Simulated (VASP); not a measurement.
# SiO2 (P6_422) in VASP: further runs, part 2 of 2

VASP 6.6.1. Earlier steps stand in the parts before.

### 5 Single point, r2SCAN

This run uses another cell than the first one: it holds 9 atoms, not 18.

Input file POSCAR:

```
SiO2
1.0
    5.0596778423      0.0000000000      0.0000000000
   -2.5298389212      4.3818095464      0.0000000000
    0.0000000000      0.0000000000      5.4856747715
Si O
3 6
Direct
    0.0000000000      0.5000000000      0.3333333333
    0.5000000000      0.5000000000      0.6666666667
    0.5000000000      0.0000000000      0.0000000000
    0.5848537206      0.7924268603      0.8333333333
    0.7924268603      0.5848537206      0.5000000000
    0.7924268603      0.2075731397      0.1666666667
    0.4151462794      0.2075731397      0.8333333333
    0.2075731397      0.4151462794      0.5000000000
    0.2075731397      0.7924268603      0.1666666667
```

Input file INCAR.step1:

```
PREC = Accurate ; ENCUT = 520
ISMEAR = 0 ; SIGMA = 0.02
LREAL = False ; LASPH = True
NELM = 100 ; NBANDS = 34
GGA = PE ; ALGO = Normal
EDIFF = 1E-4 ; LWAVE = True
LCHARG = False
```

Input file INCAR.step2:

```
PREC = Accurate ; ENCUT = 520
EDIFF = 1E-7 ; ISMEAR = 0
SIGMA = 0.02 ; LREAL = False
LASPH = True ; NELM = 100
ALGO = Normal ; ISIF = 2
LWAVE = False ; LCHARG = False
METAGGA = R2SCAN ; LMIXTAU = True
NBANDS = 34 ; ISTART = 1
```

Input file KPOINTS:

```
regular mesh
0
Gamma
  6 6 4
```

Launch:

```bash
cat potpaw_PBE.64/Si/POTCAR potpaw_PBE.64/O/POTCAR > POTCAR
cp INCAR.step1 INCAR
mpirun -np 1 vasp_std > vasp.out
cp INCAR.step2 INCAR
mpirun -np 1 vasp_std > vasp.out
```

It took 5.5 min on 1 thread of Intel Xeon Platinum 8375C at 2.90GHz (Ice Lake), shared host; peak memory 0.29 GiB.

The run converged. Its results:

| Item | Value |
| --- | --- |
| Free energy | -89.3442 eV |
| Pressure | 1.7 GPa |
| Largest force | 0.012 eV/Å |
| Band gap on the k mesh | 6.34 eV, indirect (least direct gap 6.55 eV) |

Forces in eV/Å, atoms in the order of the input:
```
Si   0.000  0.000  0.000
Si   0.000  0.000  0.000
Si   0.000  0.000  0.000
O   -0.011 -0.006  0.000
O    0.000 -0.012  0.000
O   -0.011  0.006  0.000
O    0.011  0.006  0.000
O    0.000  0.012  0.000
O    0.011 -0.006  0.000
```

Stress tensor (GPa, compression positive):
```
1.42 0.00 0.00
0.00 1.42 0.00
0.00 0.00 2.29
```

Levels at points of the mesh, in eV from the valence-band top:
| k point | band 21 | band 22 | band 23 | band 24 | band 25 | band 26 | band 27 | band 28 |
| --- | --- | --- | --- | --- | --- | --- | --- | --- |
| (0.00, 0.00, 0.00) | -1.01 | -0.47 | -0.47 | -0.21 | 6.34 | 9.79 | 9.79 | 10.14 |
| (0.50, 0.00, 0.00) | -1.19 | -1.01 | -0.35 | 0.00 | 8.45 | 9.32 | 10.44 | 10.52 |
| (0.00, 0.00, 0.50) | -1.22 | -0.27 | -0.01 | -0.01 | 8.23 | 8.23 | 9.30 | 10.88 |
| (0.50, 0.00, 0.50) | -0.94 | -0.73 | -0.68 | -0.37 | 9.57 | 9.95 | 10.13 | 10.24 |

Caveat: the PAW data sets were made with another functional, which shifts forces and pressure a little. r2SCAN opens gaps a little over a GGA but as a rule still falls short of measured ones.

### 6 Single point, r2SCAN

This run uses another cell than the first one: it holds 9 atoms, not 18.

Input file POSCAR:

```
SiO2
1.0
    5.0596778423      0.0000000000      0.0000000000
   -2.5298389212      4.3818095464      0.0000000000
    0.0000000000      0.0000000000      5.5410856278
Si O
3 6
Direct
    0.0000000000      0.5000000000      0.3333333333
    0.5000000000      0.5000000000      0.6666666667
    0.5000000000      0.0000000000      0.0000000000
    0.5834989526      0.7917494763      0.8333333333
    0.7917494763      0.5834989526      0.5000000000
    0.7917494763      0.2082505237      0.1666666667
    0.4165010474      0.2082505237      0.8333333333
    0.2082505237      0.4165010474      0.5000000000
    0.2082505237      0.7917494763      0.1666666667
```

Input file INCAR.step1:

```
SYSTEM = SiO2
PREC = Accurate ; ENCUT = 520
ISMEAR = 0 ; SIGMA = 0.02
LREAL = .FALSE. ; LASPH = .TRUE.
NELM = 60 ; NBANDS = 34
GGA = PE ; ALGO = Normal
EDIFF = 1E-4 ; LWAVE = .TRUE.
LCHARG = .FALSE.
```

Input file INCAR.step2:

```
SYSTEM = SiO2
PREC = Accurate ; ENCUT = 520
EDIFF = 1E-7 ; ISMEAR = 0
SIGMA = 0.02 ; LREAL = .FALSE.
LASPH = .TRUE. ; NELM = 60
ALGO = Normal ; ISIF = 2
LWAVE = .FALSE. ; LCHARG = .FALSE.
METAGGA = R2SCAN ; LMIXTAU = .TRUE.
NBANDS = 34 ; ISTART = 1
```

Input file KPOINTS:

```
Automatic mesh
0
G
  6 6 4
  0 0 0
```

Potentials or basis: VASP PAW PBE potentials, release 64 (Si, O).

Launch:

```bash
cat potpaw_PBE.64/Si/POTCAR potpaw_PBE.64/O/POTCAR > POTCAR
cp INCAR.step1 INCAR
mpirun -np 1 vasp_std > vasp.out
cp INCAR.step2 INCAR
mpirun -np 1 vasp_std > vasp.out
```

It took 5.1 min on 1 thread of Intel Xeon Platinum 8375C at 2.90GHz (Ice Lake), shared host; peak memory 0.29 GiB.

It converged, with:

| Property | Result |
| --- | --- |
| Free energy | -89.3559 eV |
| Pressure | 0.1 GPa |
| Largest force | 0.012 eV/Å |
| Band gap on the k mesh | 6.30 eV, indirect (least direct gap 6.49 eV) |

Forces on the atoms (eV/Å):
```
Si   0.000  0.000  0.000
Si   0.000  0.000  0.000
Si   0.000  0.000  0.000
O   -0.011 -0.006  0.000
O    0.000 -0.012  0.000
O   -0.011  0.006  0.000
O    0.011  0.006  0.000
O    0.000  0.012  0.000
O    0.011 -0.006  0.000
```

Levels at points of the mesh, in eV from the valence-band top:
| k point | band 22 | band 23 | band 24 | band 25 | band 26 | band 27 |
| --- | --- | --- | --- | --- | --- | --- |
| (0.00, 0.00, 0.00) | -0.46 | -0.46 | -0.19 | 6.30 | 9.73 | 9.73 |
| (0.50, 0.00, 0.00) | -1.02 | -0.35 | 0.00 | 8.41 | 9.27 | 10.39 |
| (0.00, 0.00, 0.50) | -0.29 | 0.00 | 0.00 | 8.17 | 8.17 | 9.24 |
| (0.50, 0.00, 0.50) | -0.73 | -0.70 | -0.34 | 9.51 | 9.90 | 10.00 |

Caveat: the PAW data sets were made with another functional, which shifts forces and pressure a little.

### 7 Summary

| cell | k mesh | smearing | gap on the mesh (eV) | pressure (GPa) | largest force (eV/Å) |
| --- | --- | --- | --- | --- | --- |
| a = 5.060, b = 5.060, c = 11.082 Å, angles 90.0, 90.0, 60.0°, 18 atoms | 5 × 5 × 2 | gaussian 0.05 eV | 6.30 | 0.2 | 0.01 |
| a = 5.060, b = 5.060, c = 5.430 Å, angles 90.0, 90.0, 120.0°, 9 atoms | 6 × 6 × 4 | gaussian 0.02 eV | 6.37 | 3.3 | 0.01 |
| a = 5.060, b = 5.060, c = 5.486 Å, angles 90.0, 90.0, 120.0°, 9 atoms | 6 × 6 × 4 | gaussian 0.02 eV | 6.34 | 1.7 | 0.01 |
| a = 5.060, b = 5.060, c = 5.541 Å, angles 90.0, 90.0, 120.0°, 9 atoms | 6 × 6 × 4 | gaussian 0.02 eV | 6.30 | 0.1 | 0.01 |

Alike in all rows: task single point; level r2SCAN; potentials or basis VASP PAW PBE potentials, release 64 (Si, O); no spin polarisation; cutoff (eV) 520.

Caveats: the PAW data sets were made with another functional, which shifts forces and pressure a little.

Total energies depend on the potentials used, so only differences within one code and one set of settings carry meaning.
